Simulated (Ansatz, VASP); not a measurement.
BaOs3 in VASP and in Ansatz

```
Ba Os
1.0
     4.13977    0.00000    0.00000
     0.00000    4.13977    0.00000
     0.00000    0.00000    4.13977
Ba Os
1 3
Direct
  0.00000 0.00000 0.00000
  0.00000 0.50000 0.50000
  0.50000 0.50000 0.00000
  0.50000 0.00000 0.50000
```

Alike in both runs: task single point; functional PBEsol; k mesh 8 × 8 × 8; occupations gaussian, width 0.05 eV; no spin polarisation.

|  | VASP | Ansatz |
| --- | --- | --- |
| version | VASP 6.6.1 | Ansatz 0.2.0 |
| potentials or method | VASP PAW PBE potentials, release 64 (Ba_sv, Os), cutoff 520 eV | scalar-relativistic, plane waves, PAW |
| valence electrons in the cell | 34 | 58 |

Ansatz gave:

```
gap on the k mesh at the Fermi level (eV) : none
pressure (GPa)                            : -3.0
```

Problem. Which values does VASP return?

Solution. gap on the k mesh at the Fermi level (eV): none; pressure (GPa): 2.3.

VASP's potentials were made for PBE, not for PBEsol. A gap of «none» marks a metal or a gap that the smearing closes. One of these differences is far larger than is usual between the two programs; its cause wasn't traced. The functional is the same, so the differences come from potentials, cutoffs and numerics. VASP's potentials hold 34 valence electrons a cell and Ansatz's 58, so a difference there can come from the potentials and not from the codes.

Neither program's run includes spin-orbit coupling.
